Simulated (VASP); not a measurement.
Set up this calculation in VASP 6.6.1, as the native input.

- Task: single point
- Functional: PBE
- Potentials or basis: VASP PAW PBE potentials, release 64 (Rh_pv)
- Cutoff: 520 eV
- k mesh: 6 × 6 × 6
- Occupations: gaussian, width 0.1 eV
- Spin: no spin polarisation
- Dipole correction: no
- Further INCAR settings: ALGO = Fast; EDIFF = 1e-07; NBANDS = 54

The structure of Rh lies in POSCAR:

```
Rh
1.0
    4.1301136302      2.3845222162      1.4765270619
   -4.1301136302      2.3845222162      1.4765270619
    0.0000000000     -4.7690444324      1.4765270619
Rh
6
Direct
    0.4378209231      0.2500026733      0.0621757517
    0.0621757517      0.4378209231      0.2500026733
    0.2500026733      0.0621757517      0.4378209231
    0.5621790769      0.7499973267      0.9378242483
    0.9378242483      0.5621790769      0.7499973267
    0.7499973267      0.9378242483      0.5621790769
```

These files were run (other wordings do the same):

INCAR

```
SYSTEM = Rh
PREC = Accurate
ENCUT = 520
EDIFF = 1E-7
ISMEAR = 0
SIGMA = 0.1
LREAL = .FALSE.
LASPH = .TRUE.
NELM = 100
ALGO = Fast
ISIF = 2
LWAVE = .FALSE.
LCHARG = .FALSE.
GGA = PE
NBANDS = 54
```

KPOINTS

```
regular mesh
0
G
  6 6 6
  0 0 0
```

Potentials or basis: VASP PAW PBE potentials, release 64 (Rh_pv).

Run with:

```sh
$ cat potpaw_PBE.64/Rh_pv/POTCAR > POTCAR
$ mpirun -np 1 vasp_std > vasp.out
```

It gave:

```
Pressure               : 0.1 GPa
Largest force          : 0.007 eV/Å
Band gap on the k mesh : zero (bands 45 and 46 overlap by 0.72 eV)
```

Run time: 4.9 min on 1 thread of Intel(R) Xeon(R) Platinum 8375C CPU @ 2.90GHz (Ice Lake) (shared host), peak memory 0.31 GiB.
